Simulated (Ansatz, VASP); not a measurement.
## One calculation of Ru, two programs

File INCAR:

```
PREC = Accurate
ENCUT = 520
EDIFF = 1E-6
ISMEAR = -1
SIGMA = 0.03
LREAL = False
LASPH = True
NELM = 80
ALGO = Normal
ISIF = 2
LWAVE = False
LCHARG = False
GGA = PS
NBANDS = 21
```

KPOINTS

```
regular mesh
0
Gamma
  14 14 8
```

The input POSCAR:

```
Ru
1.0
    2.7057993342     -0.0405869900     -0.0405869900
   -1.3880490315      2.3635844560     -0.0148558694
   -0.0642285000     -0.0642285000      4.2819000000
Ru
2
Direct
    0.3333333333      0.6666666667      0.2500000000
    0.6666666667      0.3333333333      0.7500000000
```

Input for Ansatz:

```yaml
crystal:
  lattice:
    - [2.7057993342, -0.04058699, -0.04058699]
    - [-1.3880490315, 2.363584456, -0.0148558694]
    - [-0.0642285, -0.0642285, 4.2819]
  atoms:
    - { symbol: Ru, position: [0.3333333333, 0.6666666667, 0.25] }
    - { symbol: Ru, position: [0.6666666667, 0.3333333333, 0.75] }
kpoints:
  mp_grid: { grid: [14, 14, 8] }
  band_path:
    path:
      - [0.0, 0.0, 0.0]
      - [0.0, 0.0, 0.5]
      - [-0.5, 0.5, 0.0]
      - [0.0, 0.0, 0.0]
      - [0.0, -0.5, 0.0]
      - [-0.5, 0.0, 0.5]
      - [0.0, 0.0, 0.0]
      - [-0.5, 0.0, 0.0]
      - [0.0, -0.5, 0.5]
    npoints: 5
scf:
  occupations: { method: fermi_dirac, width: 0.03 }
hamiltonian:
  xc: pbesol
  pseudopotentials: { kind: all_electron, lapw: { basis_error: 0.0005 } }
output:
  forces: true
  stress: true
  eigenvalues: true
```

Change from the starting cell: equal xy, yz and zx shear strains of -3 %.

Alike in both runs: task single point; functional PBEsol; k mesh 14 × 14 × 8; occupations fermi-dirac, width 0.03 eV; no spin polarisation.

|  | VASP | Ansatz |
| --- | --- | --- |
| version | VASP 6.6.1 | Ansatz 0.2.0 |
| potentials or method | VASP PAW PBE potentials, release 64 (Ru_pv), cutoff 520 eV | all-electron LAPW, scalar-relativistic |

|  | VASP | Ansatz | Ansatz less VASP |
| --- | --- | --- | --- |
| pressure (GPa) | -5.5 | -5.4 | +0.03 |
| traceless stress, the component that is largest in VASP (GPa) | 6.10 | 6.11 | +0.006 |
| rms of the force components (eV/Å) | 0.083 | 0.082 | -0.0006 |

VASP's potentials were made for PBE, not for PBEsol. Atom by atom the forces differ by 0.001 eV/Å (rms over components). Ansatz ran all-electron here, and VASP with PAW potentials.
